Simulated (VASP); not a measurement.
Wanted: the native input for a VASP 6.6.1 run.

- Task: single point
- Functional: PBE
- Potentials or basis: VASP PAW PBE potentials, release 64 (Al, Ni)
- Cutoff: 520 eV
- k mesh: 16 × 16 × 14
- Occupations: gaussian, width 0.1 eV
- Spin: no spin polarisation
- Dipole correction: no
- Further INCAR settings: ALGO = Fast; EDIFF = 1e-07; NBANDS = 14

The structure of AlNi lies in POSCAR:

```
AlNi
1.0
    2.1087519434     -2.1087519434      0.0000000000
    2.1087519434      2.1087519434      0.0000000000
    0.0000000000      0.0000000000      2.9947908372
Al Ni
1 1
Direct
    0.0000000000      0.0000000000      0.0000000000
    0.5000000000      0.5000000000      0.5000000000
```

These files were run (other wordings do the same):

INCAR

```
PREC = Accurate ; ENCUT = 520
EDIFF = 1E-7 ; ISMEAR = 0
SIGMA = 0.1 ; LREAL = False
LASPH = True ; NELM = 100
ALGO = Fast ; ISIF = 2
LWAVE = False ; LCHARG = False
GGA = PE ; NBANDS = 14
```

KPOINTS

```
Automatic mesh
0
Gamma
  16 16 14
```

Potentials or basis: VASP PAW PBE potentials, release 64 (Al, Ni).

Run with:

```bash
$ cat potpaw_PBE.64/Al/POTCAR potpaw_PBE.64/Ni/POTCAR > POTCAR
$ mpirun -np 1 vasp_std > vasp.out
```

It gave:

```json
{
  "Pressure": "-12.4 GPa",
  "Band gap on the k mesh": "zero (an odd number of electrons rules out a gap without spin polarisation)"
}
```

Caveat: the cell stands under tension.

Wall time 3 min on 1 thread of Intel Xeon 8259CL, on a shared host, peak memory 0.25 GiB.
